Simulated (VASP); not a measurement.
A run of VASP 6.6.1 is set up as follows.

Contents of INCAR:

```
SYSTEM = HfO2
  PREC = Accurate
  ENCUT = 520
  EDIFF = 1E-6
  ISMEAR = 0
  SIGMA = 0.02
  LREAL = .FALSE.
  LASPH = .TRUE.
  NELM = 60
  ALGO = Normal
  ISIF = 2
  LWAVE = .FALSE.
  LCHARG = .FALSE.
  GGA = PE
  NBANDS = 56
```

Contents of KPOINTS:

```
regular mesh
0
G
  4 4 4
  0 0 0
```

File POSCAR:

```
HfO2
1.0
    5.1609167955      0.0000000000     -0.0053389046
    0.0000000000      5.2121152647      0.0000000000
   -0.8931002450      0.0000000000      5.2769007573
Hf O
4 8
Direct
    0.2757342939      0.4570632233      0.7083729902
    0.7242657061      0.9570632233      0.7916270098
    0.7242657061      0.5429367767      0.2916270098
    0.2757342939      0.0429367767      0.2083729902
    0.4491832226      0.7427866290      0.9766468631
    0.5508167774      0.2427866290      0.5233531369
    0.5508167774      0.2572133710      0.0233531369
    0.4491832226      0.7572133710      0.4766468631
    0.0671205964      0.3286479023      0.3484179355
    0.9328794036      0.8286479023      0.1515820645
    0.9328794036      0.6713520977      0.6515820645
    0.0671205964      0.1713520977      0.8484179355
```

Potentials or basis: VASP PAW PBE potentials, release 64 (Hf_pv, O).

Run with:

```sh
$ cat potpaw_PBE.64/Hf_pv/POTCAR potpaw_PBE.64/O/POTCAR > POTCAR
$ mpirun -np 1 vasp_std > vasp.out
```

Estimate the pressure.

-3.0 GPa.

Estimate the band gap on the k mesh.

4.00 eV, indirect (least direct gap 4.08 eV).

Estimate the largest force.

0.079 eV/Å.

Stress tensor (GPa, compression positive):
```
-3.00  0.00 -0.18
 0.00 -3.04  0.00
-0.18  0.00 -3.02
```

Caveat: spin-orbit coupling is left out, which moves the levels of the heavy elements. A k mesh can miss the band edges.
